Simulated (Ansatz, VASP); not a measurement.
One calculation of Os, two programs

File POSCAR:

```
Os
1.0
    0.0000000000      1.8866500000      2.0033500000
    1.8866500000      0.0000000000      2.0033500000
    1.8866500000      1.8866500000      0.0000000000
Os
1
Direct
    0.0000000000      0.0000000000      0.0000000000
```

Contents of INCAR.step1:

```
PREC = Accurate ; ENCUT = 520
ISMEAR = 0 ; SIGMA = 0.15
LREAL = False ; LASPH = True
NELM = 60 ; NBANDS = 10
GGA = PE ; ALGO = Normal
EDIFF = 1E-4 ; LWAVE = True
LCHARG = False
```

Contents of INCAR.step2:

```
PREC = Accurate ; ENCUT = 520
EDIFF = 1E-6 ; ISMEAR = 0
SIGMA = 0.15 ; LREAL = False
LASPH = True ; NELM = 60
ALGO = Normal ; ISIF = 2
LWAVE = False ; LCHARG = True
METAGGA = R2SCAN ; LMIXTAU = True
LELF = True ; LVHAR = True
NBANDS = 10 ; ISTART = 1
```

KPOINTS

```
Automatic mesh
0
Gamma
  20 20 20
```

Input for Ansatz:

```yaml
crystal:
  lattice:
    - [0.0, 1.88665, 2.00335]
    - [1.88665, 0.0, 2.00335]
    - [1.88665, 1.88665, 0.0]
  atoms:
    - { symbol: Os, position: [0.0, 0.0, 0.0] }
basis:
  ecutwfc: 500
kpoints:
  mp_grid: { grid: [20, 20, 20] }
hamiltonian:
  xc: r2scan
scf:
  occupations: { method: gaussian, width: 0.15 }
output:
  forces: true
  stress: true
  eigenvalues: true
```

Change from the starting cell: strain -0.030 along x and y, +0.030 along z, atoms carried along.

Alike in both runs: task single point; functional r2SCAN; k mesh 20 × 20 × 20; occupations gaussian, width 0.15 eV; no spin polarisation.

```csv
,VASP,Ansatz
version,VASP 6.6.1,Ansatz 0.2.0
potentials or method,"VASP PAW PBE potentials, release 64 (Os), cutoff 520 eV","scalar-relativistic, plane waves, PAW"
valence electrons in the cell,8,16
```

```csv
,VASP,Ansatz,Ansatz less VASP
gap on the k mesh at the Fermi level (eV),none,none,-
pressure (GPa),-3.8,-4.7,-0.88
"traceless stress, the component that is largest in VASP (GPa)",-14.49,-14.59,-0.103
```

VASP's potentials were made for PBE, not for r2SCAN. A gap of «none» marks a metal or a gap that the smearing closes. VASP's potentials hold 8 valence electrons a cell and Ansatz's 16, so a difference there can come from the potentials and not from the codes.

Neither program's run includes spin-orbit coupling.
